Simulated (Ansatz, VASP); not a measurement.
## SnSe in VASP and in Ansatz

```
Sn Se
1.0
     0.00000    3.01000    2.85950
     3.01000    0.00000    2.85950
     3.01000    3.01000    0.00000
Sn Se
1 1
Cartesian
  0.0000 0.0000 0.0000
  3.0100 3.0100 2.8595
```

Alike in both runs: task single point; functional PBEsol; k mesh 6 × 6 × 6; occupations fermi-dirac, width 0.05 eV; no spin polarisation.

|  | VASP | Ansatz |
| --- | --- | --- |
| version | VASP 6.6.1 | Ansatz 0.2.0 |
| potentials or method | VASP PAW PBE potentials, release 64 (Sn_d, Se), cutoff 520 eV | plane waves, PAW |
| valence electrons in the cell | 20 | 30 |

|  | VASP | Ansatz | Ansatz less VASP |
| --- | --- | --- | --- |
| pressure (GPa) | 0.9 | 0.9 | -0.02 |
| traceless stress, the component that is largest in VASP (GPa) | 5.31 | 5.29 | -0.023 |

VASP's potentials were made for PBE, not for PBEsol. With one functional, cell and mesh, what is left measures potentials, basis and numerics. VASP's potentials hold 20 valence electrons a cell and Ansatz's 30, so a difference there can come from the potentials and not from the codes.
